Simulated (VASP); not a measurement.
The system is Al2BC2.

```
Al C B
1.0
     3.15914    0.00000    0.00000
    -1.57957    2.73590    0.00000
     0.00000    0.00000    5.44173
Al C B
2 2 1
Direct
  0.33333 0.66667 0.37730
  0.66667 0.33333 0.62270
  0.33333 0.66667 0.73460
  0.66667 0.33333 0.26540
  0.00000 0.00000 0.00000
```

```yaml
Program: VASP 6.6.1
Task: relaxation of the atoms
Functional: r2SCAN
Potentials_or_basis: VASP PAW PBE potentials, release 64 (Al, C, B)
Cutoff: 580 eV
k_mesh: 8 × 8 × 4
Occupations: fermi-dirac, width 0.1 eV
Spin: no spin polarisation
```

At the start: pressure 27.0 GPa; volume 9.41 Å³/atom.

Q: How do energy, volume and symmetry change on relaxing?

A: Over 11 steps the energy falls by 310.1 meV/atom at a fixed cell; space group P-3m1 (No. 164, to 0.1 Å) before and after.

The path:
```csv
step,energy change (eV),largest force (eV/Å),pressure (GPa)
1,0.0000,5.8841,26.97
2,-1.5119,0.4954,20.01
3,-1.5134,0.4854,20.20
4,-1.5133,0.4900,20.11
5,-1.5329,0.3272,18.71
6,-1.5486,0.1508,15.52
7,-1.5487,0.1411,15.72
8,-1.5504,0.0341,15.82
9,-1.5505,0.0111,15.85
10,-1.5505,0.0222,15.84
11,-1.5505,0.0018,15.85
```

Final structure:
```
Al C B
1.0
     3.15914    0.00000    0.00000
    -1.57957    2.73590    0.00000
     0.00000    0.00000    5.44173
Al C B
2 2 1
Direct
  0.33333 0.66667 0.32357
  0.66667 0.33333 0.67643
  0.33333 0.66667 0.76199
  0.66667 0.33333 0.23801
  0.00000 0.00000 0.00000
```

Caveat: the PAW data sets were made with another functional, which shifts forces and pressure a little.
